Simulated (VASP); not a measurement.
# Bi2Te3 (R3m) in VASP: single point with PBEsol+D3(BJ)

Aim: the single point of Bi2Te3 with PBEsol+D3(BJ).

Program: VASP 6.6.1. These are calculated values, not measurements. Logs are shortened: lines on timing, memory, paths and dates and some standing lists are left out, and cuts for length are marked.

### 1 The cell of the first run

It takes space group R3m (No. 160, trigonal). The conventional cell has a = 4.417 Å, b = 4.417 Å, c = 29.840 Å, α = 90.00°, β = 90.00°, γ = 120.00°. Within 4.0 Å of Bi (site symmetry 3m) lie 3 Te at 3.03 Å and 3 Bi at 3.43 Å. Bi (site symmetry 3m) has 9 Te at 3.27 to 4.68 Å and 9 Bi at 3.43 to 4.42 Å within 4.7 Å. Te (site symmetry 3m) has 6 Te at 3.04 to 3.45 Å within 4.0 Å. Te (site symmetry 3m) has 3 Bi at 3.03 Å and 3 Te at 3.45 Å within 4.0 Å. Te (site symmetry 3m) has 3 Te at 3.04 Å and 3 Bi at 3.27 Å within 4.0 Å.

### 2 Single point, PBEsol+D3(BJ)

The input, INCAR:

```
SYSTEM = Bi2Te3
  ALGO = Normal
  EDIFF = 1E-6
  ENCUT = 520
  GGA = PS
  ISIF = 2
  ISMEAR = -1
  IVDW = 12
  LASPH = .True.
  LCHARG = .True.
  LELF = .True.
  LREAL = .False.
  LVHAR = .True.
  LWAVE = .False.
  NBANDS = 32
  NELM = 80
  PREC = Accurate
  SIGMA = 0.05
```

The input, KPOINTS:

```
k-points
0
Gamma
  6 6 6
  0 0 0
```

The input, POSCAR:

```
Bi2Te3
1.0
    2.2085000000      1.2750780700      9.9466666700
   -2.2085000000      1.2750780700      9.9466666700
    0.0000000000     -2.5501561400      9.9466666700
Bi Te
2 3
Direct
    0.1879999999      0.1879999999      0.1879999999
    0.5979999998      0.5979999998      0.5979999998
    0.3889999999      0.3889999999      0.3889999999
    0.7999999997      0.7999999997      0.7999999997
    0.0000000000      0.0000000000      0.0000000000
```

Potentials or basis: VASP PAW PBE potentials, release 64 (Bi_d, Te).

Run with:

```bash
> cat potpaw_PBE.64/Bi_d/POTCAR potpaw_PBE.64/Te/POTCAR > POTCAR
> mpirun -np 1 vasp_std > vasp.out
```

OUTCAR:

```text
SYSTEM = Bi2Te3
   EDIFF = 1E-6
   ENCUT = 520
   GGA = PS
   ISIF = 2
   ISMEAR = -1
   IVDW = 12
   LASPH = .True.
   LREAL = .False.
   NELM = 80
   PREC = Accurate
 IVDW          = 12

 ion  position               nearest neighbor table
   1  0.188  0.188  0.188-   4 3.03   4 3.03   4 3.03   2 3.43   2 3.43   2 3.43
   2  0.598  0.598  0.598-   5 3.27   5 3.27   5 3.27   1 3.43   1 3.43   1 3.43
   3  0.389  0.389  0.389-   5 3.04   5 3.04   5 3.04   4 3.45   4 3.45   4 3.45
   4  0.800  0.800  0.800-   1 3.03   1 3.03   1 3.03   3 3.45   3 3.45   3 3.45
   5  0.000  0.000  0.000-   3 3.04   3 3.04   3 3.04   2 3.27   2 3.27   2 3.27

  LATTYP: Found a trigonal (rhomboedric) cell.
 ALAT       =    10.2683725185
 COS(alpha) =     0.9074829936

  Lattice vectors:

 A1 = (   2.2085000000,   1.2750780700,   9.9466666700)
 A2 = (  -2.2085000000,   1.2750780700,   9.9466666700)
 A3 = (   0.0000000000,  -2.5501561400,   9.9466666700)

Analysis of symmetry for initial positions (statically):
=====================================================================
 Subroutine PRICEL returns:
 Original cell was already a primitive cell.

 Routine SETGRP: Setting up the symmetry group for a
 trigonal (rhombohedral) supercell.

 Subroutine GETGRP returns: Found  6 space group operations
 (whereof  6 operations were pure point group operations)
 out of a pool of 12 trial point group operations.

The static configuration has the point symmetry C_3v.

Analysis of symmetry for dynamics (positions and initial velocities):
=====================================================================
 Subroutine PRICEL returns:
 Original cell was already a primitive cell.

 Routine SETGRP: Setting up the symmetry group for a
 trigonal (rhombohedral) supercell.

 Subroutine GETGRP returns: Found  6 space group operations
 (whereof  6 operations were pure point group operations)
 out of a pool of 12 trial point group operations.

The dynamic configuration has the point symmetry C_3v.

 Subroutine INISYM returns: Found  6 space group operations
 (whereof  6 operations are pure point group operations),
 and found     1 'primitive' translations

----------------------------------------------------------------------------------------

                                     Primitive cell

  volume of cell :     168.0595

  direct lattice vectors                    reciprocal lattice vectors
     2.208500000  1.275078070  9.946666670     0.226398008  0.130710951  0.033512064
    -2.208500000  1.275078070  9.946666670    -0.226398008  0.130710951  0.033512064
     0.000000000 -2.550156140  9.946666670     0.000000000 -0.261421901  0.033512064

  length of vectors
    10.268372518 10.268372518 10.268372519     0.263561129  0.263561129  0.263561129

  position of ions in fractional coordinates (direct lattice)
     0.188000000  0.188000000  0.188000000
     0.598000000  0.598000000  0.598000000
     0.389000000  0.389000000  0.389000000
     0.800000000  0.800000000  0.800000000
     0.000000000  0.000000000  0.000000000

  ion indices of the primitive-cell ions
   primitive index   ion index
                 1           1
                 2           2
                 3           3
                 4           4
                 5           5

----------------------------------------------------------------------------------------

 KPOINTS: k-points

Automatic generation of k-mesh.
 Grid dimensions read from file:
 generate k-points for:    6    6    6

 Generating k-lattice:

  Cartesian coordinates                     Fractional coordinates (reciprocal lattice)
     0.037733001  0.021785158  0.005585344     0.166666667 -0.000000000 -0.000000000
    -0.037733001  0.021785158  0.005585344    -0.000000000  0.166666667 -0.000000000
     0.000000000 -0.043570317  0.005585344    -0.000000000 -0.000000000  0.166666667

  Length of vectors
     0.043926855  0.043926855  0.043926855

  Shift w.r.t. Gamma in fractional coordinates (k-lattice)
     0.000000000  0.000000000  0.000000000

 Subroutine IBZKPT returns following result:
 ===========================================

 Found     32 irreducible k-points:

 Following reciprocal coordinates:
            Coordinates               Weight
  0.000000  0.000000  0.000000      1.000000
  0.166667 -0.000000 -0.000000      6.000000
  0.333333 -0.000000  0.000000      6.000000
  0.500000  0.000000  0.000000      3.000000
  0.166667  0.166667 -0.000000      6.000000
  0.333333  0.166667  0.000000     12.000000
[... 16 lines left out ...]
  0.500000  0.500000  0.166667      6.000000
 -0.333333  0.500000  0.166667     12.000000
 [... further k-points ...]
   k-points           NKPTS =     32   k-points in BZ     NKDIM =     32   number of bands    NBANDS=     32
   number of dos      NEDOS =    301   number of ions     NIONS =      5
   total plane-waves  NPLWV = 512000
   dimension x,y,z NGX =    80 NGY =   80 NGZ =   80
   dimension x,y,z NGXF=   160 NGYF=  160 NGZF=  160
   ions per type =               2   3
   NGX,Y,Z   is equivalent  to a cutoff of  12.95, 12.95, 12.95 a.u.
   NGXF,Y,Z  is equivalent  to a cutoff of  25.90, 25.90, 25.90 a.u.
 SYSTEM =  Bi2Te3
   PREC   = accura    normal or accurate (medium, high low for compatibility)
   ISTART =      0    job   : 0-new  1-cont  2-samecut
   ICHARG =      2    charge: 1-file 2-atom 10-const
   ISPIN  =      1    spin polarized calculation?
   LNONCOLLINEAR =      F non collinear calculations
   LSORBIT =      F    spin-orbit coupling
   LASPH  =      T    aspherical Exc in radial PAW
   ENCUT  =  520.0 eV  38.22 Ry    6.18 a.u.  19.09 19.09 19.09*2*pi/ulx,y,z
   NELM   =     80;   NELMIN=  2; NELMDL= -5     # of ELM steps
   EDIFF  = 0.1E-05   stopping-criterion for ELM
   LREAL  =      F    real-space projection
   EDIFFG = 0.1E-04   stopping-criterion for IOM
   NSW    =      0    number of steps for IOM
   IBRION =     -1    ionic relax: 0-MD 1-quasi-New 2-CG
   NFREE  =      0    steps in history (QN), initial steepest desc. (CG)
   ISIF   =      2    stress and relaxation
   ISYM   =      2    0-nonsym 1-usesym 2-fastsym
   POTIM  = 0.5000    time-step for ionic-motion
   TEBEG  =    0.0;   TEEND  =   0.0 temperature during run
   PSTRESS=    0.0 pullay stress
   NELECT =      48.0000    total number of electrons
   NUPDOWN=      -1.0000    fix difference up-down
   EMIN   =  10.00;   EMAX   =-10.00  energy-range for DOS
   EFERMI =   0.00;   METHOD = LEGACY
   ISMEAR =    -1;   SIGMA  =   0.05  broadening in eV -4-tet -1-fermi 0-gaus
   EFERMI_NEDOS =   21; number of points for ismear=-14 and -15
   IALGO  =     38    algorithm
   IMIX   =      4    mixing-type and parameters
     AMIX     =   0.40;   BMIX     =  1.00
     AMIX_MAG =   1.60;   BMIX_MAG =  1.00
  volume/ion in A,a.u.               =      33.61       226.82
  Fermi-wavevector in a.u.,A,eV,Ry     =   1.078121  2.037354 15.814668  1.162345
  Thomas-Fermi vector in A             =   2.214051
   LORBIT       =      0    0 simple, 1 ext, 2 COOP (PROOUT), +10 PAW based schemes
   GGA     = PS    functional components
   LHFCALC =     F    Hartree Fock is set to
   AEXX    =    0.0000 exact exchange contribution
   IVDW    =    12    specifies the selected vdW correction
   LEPSILON=     F    determine dielectric tensor
   LRPA    =     F    only Hartree local field effects (RPA)
 non-spin polarized calculation
  energy-cutoff  :      520.00
  volume of cell :      168.06
 maximum number of plane-waves:      4552
 NGX is ok and might be reduce to    80
   NGX = 39   NGY = 39   NGZ = 39

 number of electron      48.0000001 magnetization

 Free energy of the ion-electron system (eV)
  ---------------------------------------------------
  ext. energy  EPLUGINS =         0.00000000
  ---------------------------------------------------
  free energy    TOTEN  =       -18.92951030 eV

  energy without entropy =      -18.91539227  energy(sigma->0) =      -18.92245128

 E-fermi :   6.2636     XC(G=0):  -9.5576

 val. band max:        6.2042554117   @ k =   0.0000   0.0000   0.0000
 cond. band min:       6.2651737331   @ k =   0.5000   0.3333  -0.0000
 fundamental gap:      0.0609183214
 Fermi energy:         6.2636091779

 k-point     1 :       0.0000    0.0000    0.0000
  band No.  band energies     occupation
      1     -16.7672      2.00000
      2     -16.7672      2.00000
      3     -16.7403      2.00000
      4     -16.7403      2.00000
      5     -16.7363      2.00000
      6     -16.1640      2.00000
[... 24 lines left out ...]
     31      10.8623      0.00000
     32      11.1332      0.00000

 k-point     2 :       0.1667   -0.0000   -0.0000
  band No.  band energies     occupation
      1     -16.7683      2.00000
      2     -16.7647      2.00000
      3     -16.7413      2.00000
      4     -16.7396      2.00000
      5     -16.7343      2.00000
      6     -16.1668      2.00000
[... 24 lines left out ...]
     31      10.1590      0.00000
     32      11.0931      0.00000

 k-point     3 :       0.3333   -0.0000    0.0000
  band No.  band energies     occupation
      1     -16.7709      2.00000
      2     -16.7606      2.00000
      3     -16.7433      2.00000
      4     -16.7373      2.00000
      5     -16.7298      2.00000
      6     -16.1730      2.00000
[... 24 lines left out ...]
     31      10.2477      0.00000
     32      11.0100      0.00000

 k-point     4 :       0.5000    0.0000    0.0000
  band No.  band energies     occupation
      1     -16.7723      2.00000
      2     -16.7591      2.00000
      3     -16.7443      2.00000
      4     -16.7355      2.00000
      5     -16.7275      2.00000
      6     -16.1763      2.00000
[... 654 lines left out ...]
     31      10.5199      0.00000
     32      11.7762      0.00000

 k-point    23 :       0.5000    0.5000    0.1667
  band No.  band energies     occupation
      1     -16.7709      2.00000
      2     -16.7606      2.00000
      3     -16.7433      2.00000
      4     -16.7373      2.00000
      5     -16.7298      2.00000
      6     -16.1730      2.00000
[... 24 lines left out ...]
     31      10.0528      0.00000
     32      10.9196      0.00000

 k-point    24 :      -0.3333    0.5000    0.1667
  band No.  band energies     occupation
      1     -16.7712      2.00000
      2     -16.7595      2.00000
      3     -16.7428      2.00000
      4     -16.7373      2.00000
      5     -16.7280      2.00000
      6     -16.1738      2.00000
[... 24 lines left out ...]
     31      10.6526      0.00000
     32      11.3467      0.00000

 [... further k-points ...]

------------------------ aborting loop because EDIFF is reached ----------------------------------------

 Edisp (eV)   -2.20433

 E8    (eV) :    -1.5313

  FORCE on cell =-STRESS in cart. coord.  units (eV):
  Direction    XX          YY          ZZ          XY          YZ          ZX
  --------------------------------------------------------------------------------------
  -------------------------------------------------------------------------------------
  Total      -2.66839    -2.66839    -3.80130     0.00000     0.00000     0.00000
  in kB     -25.43885   -25.43885   -36.23934     0.00000     0.00000     0.00000
  external pressure =      -29.04 kB  Pullay stress =        0.00 kB

 VOLUME and BASIS-vectors are now :
 -----------------------------------------------------------------------------
  energy-cutoff  :      520.00
  volume of cell :      168.06
      direct lattice vectors                 reciprocal lattice vectors
     2.208500000  1.275078070  9.946666670     0.226398008  0.130710951  0.033512064
    -2.208500000  1.275078070  9.946666670    -0.226398008  0.130710951  0.033512064
     0.000000000 -2.550156140  9.946666670     0.000000000 -0.261421901  0.033512064

 POSITION                                       TOTAL-FORCE (eV/Angst)
 -----------------------------------------------------------------------------------
      0.00000      0.00000      5.60992         0.000000      0.000000      0.799798
      0.00000      0.00000     17.84432         0.000000      0.000000      0.490081
      0.00000      0.00000     11.60776         0.000000     -0.000000      0.688791
      0.00000      0.00000     23.87200         0.000000     -0.000000     -0.777917
      0.00000      0.00000      0.00000         0.000000      0.000000     -1.200753
 -----------------------------------------------------------------------------------
    total drift:                                0.000000     -0.000000     -0.000102

  FREE ENERGIE OF THE ION-ELECTRON SYSTEM (eV)
  ---------------------------------------------------
  free  energy   TOTEN  =       -21.1338378417 eV

  energy  without entropy=      -21.1197198143  energy(sigma->0) =      -21.12677883
```

Wall time 25 min (1 thread of Intel Xeon 8259CL, shared host); peak memory 0.94 GiB.

Results:

```
Free energy                : -21.1338 eV
Pressure                   : -2.9 GPa
Largest force              : 1.201 eV/Å
Band gap on the k mesh     : zero (bands 24 and 25 overlap by 0.12 eV)
Dispersion energy per atom : -0.441 eV
```

Forces on the atoms (eV/Å):
```
Bi   0.000  0.000  0.800
Bi   0.000  0.000  0.490
Te   0.000  0.000  0.689
Te   0.000  0.000 -0.778
Te   0.000  0.000 -1.201
```

Stress tensor (GPa, compression positive):
```
-2.54  0.00  0.00
 0.00 -2.54  0.00
 0.00  0.00 -3.62
```

Caveat: the PAW data sets were made with another functional, which shifts forces and pressure a little; spin-orbit coupling is left out, which moves the levels of the heavy elements.

The gap in the log of VASP goes by the Fermi energy; the results here count the filled bands.